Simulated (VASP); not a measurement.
# Pb (I4/mmm) in VASP: a series of runs, part 2 of 2

VASP 6.6.1. The steps go on from the part before.

**4. Single point, PBEsol (strain -0.0300 x Voigt [1, 0, 0, 0, 0, 0])**

INCAR

```
SYSTEM = Pb
PREC = Accurate ; ENCUT = 520
EDIFF = 1E-6 ; ISMEAR = 0
SIGMA = 0.15 ; LREAL = .FALSE.
LASPH = .TRUE. ; NELM = 60
ALGO = Fast ; ISIF = 2
LWAVE = .FALSE. ; LCHARG = .FALSE.
GGA = PS ; NBANDS = 13
```

KPOINTS

```
regular mesh
0
G
  16 16 16
  0 0 0
```

POSCAR

```
Pb
1.0
    0.0000000000      2.4698000000      2.4698000000
    2.3957060000      0.0000000000      2.4698000000
    2.3957060000      2.4698000000      0.0000000000
Pb
1
Direct
    0.0000000000      0.0000000000      0.0000000000
```

Potentials or basis: VASP PAW PBE potentials, release 64 (Pb_d).

Launch:

```
$ cat potpaw_PBE.64/Pb_d/POTCAR > POTCAR
$ mpirun -np 1 vasp_std > vasp.out
```

OUTCAR:

```text
SYSTEM = Pb
   PREC = Accurate
   ENCUT = 520
   EDIFF = 1E-6
   ISMEAR = 0
   LREAL = .FALSE.
   LASPH = .TRUE.
   NELM = 60
   ISIF = 2
   GGA = PS

 ion  position               nearest neighbor table
   1  0.000  0.000  0.000-

  LATTYP: Found a body centered tetragonal cell.
 ALAT       =     3.4928246563
 C/A-ratio  =     1.3717871555

  Lattice vectors:

 A1 = (  -2.3957060000,   0.0000000000,  -2.4698000000)
 A2 = (  -2.3957060000,   0.0000000000,   2.4698000000)
 A3 = (   2.3957060000,   2.4698000000,   0.0000000000)

Analysis of symmetry for initial positions (statically):
=====================================================================
 Subroutine PRICEL returns:
 Original cell was already a primitive cell.

 Routine SETGRP: Setting up the symmetry group for a
 body centered tetragonal supercell.

 Subroutine GETGRP returns: Found 16 space group operations
 (whereof 16 operations were pure point group operations)
 out of a pool of 16 trial point group operations.

The static configuration has the point symmetry D_4h.

Analysis of symmetry for dynamics (positions and initial velocities):
[... 171 lines left out ...]
      4      -9.3594      2.00000
      5      -9.3225      2.00000
      6      -4.5062      2.00000
      7      15.1808      0.00000
      8      15.2483      0.00000
      9      15.2483      0.00000
     10      17.3137      0.00000
     11      19.3124      0.00000
     12      20.2708      0.00000
     13      20.2824      0.00000
[... 354 lines left out ...]
  band No.  band energies     occupation
      1      -9.5085      2.00000
      2      -9.4903      2.00000
      3      -9.4664      2.00000
      4      -9.3564      2.00000
      5      -9.3272      2.00000
      6      -4.2954      2.00000
      7      13.3311      0.00000
      8      14.2023      0.00000
      9      15.3185      0.00000
     10      17.1529      0.00000
     11      19.8254      0.00000
     12      20.3738      0.00000
     13      20.8303      0.00000

 [... further k-points ...]

------------------------ aborting loop because EDIFF is reached ----------------------------------------

  FORCE on cell =-STRESS in cart. coord.  units (eV):
  Direction    XX          YY          ZZ          XY          YZ          ZX
  --------------------------------------------------------------------------------------
  -------------------------------------------------------------------------------------
  Total        0.3208912      0.1987056      0.1987056      0.0000000      0.0000000     -0.0000000
  in kB       17.5906236     10.8926532     10.8926532      0.0000000      0.0000000     -0.0000000
  external PRESSURE =      13.1253100 kB  Pullay stress =       0.0000000 kB

 VOLUME and BASIS-vectors are now :
 -----------------------------------------------------------------------------
  energy-cutoff  :      520.00
  volume of cell :       29.23
      direct lattice vectors                 reciprocal lattice vectors
     0.000000000  2.469800000  2.469800000    -0.208706744  0.202445542  0.202445542
     2.395706000  0.000000000  2.469800000     0.208706744 -0.202445542  0.202445542
     2.395706000  2.469800000  0.000000000     0.208706744  0.202445542 -0.202445542

 POSITION                                       TOTAL-FORCE (eV/Angst)
 -----------------------------------------------------------------------------------
      0.00000      0.00000      0.00000         0.000000      0.000000      0.000000
 -----------------------------------------------------------------------------------
    total drift:                               -0.000000     -0.000000     -0.000000

  FREE ENERGIE OF THE ION-ELECTRON SYSTEM (eV)
  ---------------------------------------------------
  free  energy   TOTEN  =        -3.9996909463 eV

  energy  without entropy=       -3.9950129763  energy(sigma->0) =       -3.99735196
```

OSZICAR:

```text
N       E                     dE             d eps       ncg     rms          rms(c)
DAV:   1     0.106365810246E+03    0.10637E+03   -0.71728E+03  9229   0.128E+03
DAV:   2     0.107682373183E+01   -0.10529E+03   -0.10179E+03  9494   0.313E+02
DAV:   3    -0.390082050266E+01   -0.49776E+01   -0.49523E+01 11241   0.732E+01
DAV:   4    -0.401336588518E+01   -0.11255E+00   -0.11252E+00 11260   0.116E+01
DAV:   5    -0.401832813819E+01   -0.49623E-02   -0.49620E-02 12603   0.230E+00    0.618E-01
RMM:   6    -0.400346800218E+01    0.14860E-01   -0.15378E-02 10956   0.181E+00    0.295E-01
RMM:   7    -0.399975400827E+01    0.37140E-02   -0.93194E-03 10954   0.109E+00    0.899E-02
RMM:   8    -0.399963185021E+01    0.12216E-03   -0.17219E-03 13099   0.616E-01    0.135E-02
RMM:   9    -0.399968234924E+01   -0.50499E-04   -0.52523E-04 13696   0.223E-01    0.142E-02
RMM:  10    -0.399968869371E+01   -0.63445E-05   -0.13972E-04 11780   0.210E-01    0.108E-02
RMM:  11    -0.399968901937E+01   -0.32567E-06   -0.68173E-05 13593   0.959E-02    0.156E-03
RMM:  12    -0.399969080408E+01   -0.17847E-05   -0.18649E-05 10768   0.448E-02    0.137E-03
RMM:  13    -0.399969094625E+01   -0.14218E-06   -0.28874E-06  7329   0.215E-02
   1 F= -.39996909E+01 E0= -.39973520E+01  d E =-.467797E-02
```

Run time: 3.4 min. Hardware: 1 thread of AMD EPYC 7R13, shared host; peak memory 0.22 GiB.

Results:

| Property | Result |
| --- | --- |
| Free energy | -3.9997 eV |
| Pressure | 1.3 GPa |
| Band gap on the k mesh | zero (band 7 reaches 15.18 eV, above the bottom of band 8 at 5.69 eV) |

Stress tensor (GPa, compression positive):
```
1.76 0.00 0.00
0.00 1.09 0.00
0.00 0.00 1.09
```

Caveat: the cell differs from its parent crystal (strain -0.0300 x Voigt [1, 0, 0, 0, 0, 0]); the PAW data sets were made with another functional, which shifts forces and pressure a little; spin-orbit coupling is left out, which moves the levels of the heavy elements.

**5. Single point, PBEsol (strain -0.0150 x Voigt [1, 0, 0, 0, 0, 0])**

INCAR

```
PREC     = Accurate       # precision mode
ENCUT    = 520            # plane-wave cutoff, eV
EDIFF    = 1E-6           # SCF threshold, eV
ISMEAR   = 0              # smearing method
SIGMA    = 0.15           # smearing width, eV
LREAL    = False          # projectors in reciprocal space
LASPH    = True           # aspherical terms in the spheres
NELM     = 80             # most SCF steps
ALGO     = Normal         # electronic algorithm
ISIF     = 2              # what is computed and relaxed
LWAVE    = False          # write WAVECAR
LCHARG   = False          # write CHGCAR
GGA      = PS             # functional
NBANDS   = 13             # bands
```

KPOINTS

```
regular mesh
0
Gamma
  16 16 16
```

POSCAR

```
Pb
1.0
    0.0000000000      2.4698000000      2.4698000000
    2.4327530000      0.0000000000      2.4698000000
    2.4327530000      2.4698000000      0.0000000000
Pb
1
Direct
    0.0000000000      0.0000000000      0.0000000000
```

Launch:

```
$ cat potpaw_PBE.64/Pb_d/POTCAR > POTCAR
$ mpirun -np 1 vasp_std > vasp.out
```

It took 2.5 min on 1 thread of AMD EPYC 7R13, shared host; peak memory 0.23 GiB.

Results (log left out):

| Property | Result |
| --- | --- |
| Free energy | -4.0032 eV |
| Pressure | 0.4 GPa |
| Band gap on the k mesh | zero (band 7 reaches 14.90 eV, above the bottom of band 8 at 5.56 eV) |

Stress tensor (GPa, compression positive):
```
0.61 0.00 0.00
0.00 0.32 0.00
0.00 0.00 0.32
```

Levels at points of the mesh, in eV from the Fermi level:
| k point | band 5 | band 6 | band 7 | band 8 | band 9 | band 10 |
| --- | --- | --- | --- | --- | --- | --- |
| (0.00, 0.00, 0.00) | -16.89 | -11.96 | 7.52 | 7.55 | 7.55 | 9.74 |
| (0.50, 0.00, 0.00) | -16.75 | -8.20 | -4.37 | 5.52 | 5.77 | 9.21 |
| (0.50, 0.50, 0.00) | -16.71 | -6.79 | -3.46 | 2.03 | 2.13 | 5.45 |
| (0.00, 0.50, 0.50) | -16.71 | -6.62 | -3.33 | 1.89 | 1.89 | 5.27 |

Caveat: the cell differs from its parent crystal (strain -0.0150 x Voigt [1, 0, 0, 0, 0, 0]); the PAW data sets were made with another functional, which shifts forces and pressure a little; spin-orbit coupling is left out, which moves the levels of the heavy elements.

**6. Overview**

| cell | gap on the mesh (eV) | pressure (GPa) |
| --- | --- | --- |
| a = 3.493, b = 3.599, c = 3.599 Å, angles 58.1, 61.0, 61.0°, 1 atom | none | -2.6 |
| a = 3.493, b = 3.586, c = 3.586 Å, angles 58.3, 60.9, 60.9°, 1 atom | none | -2.3 |
| a = 3.493, b = 3.441, c = 3.441 Å, angles 61.0, 59.5, 59.5°, 1 atom | none | 1.3 |
| a = 3.493, b = 3.467, c = 3.467 Å, angles 60.5, 59.8, 59.8°, 1 atom | none | 0.4 |

Alike in all rows: task single point; level PBEsol; potentials or basis VASP PAW PBE potentials, release 64 (Pb_d); no spin polarisation; k mesh 16 × 16 × 16; cutoff (eV) 520; smearing gaussian 0.15 eV.

Caveats: the PAW data sets were made with another functional, which shifts forces and pressure a little; spin-orbit coupling is left out, which moves the levels of the heavy elements.

Absolute energies hang on the potentials; compare differences alone.
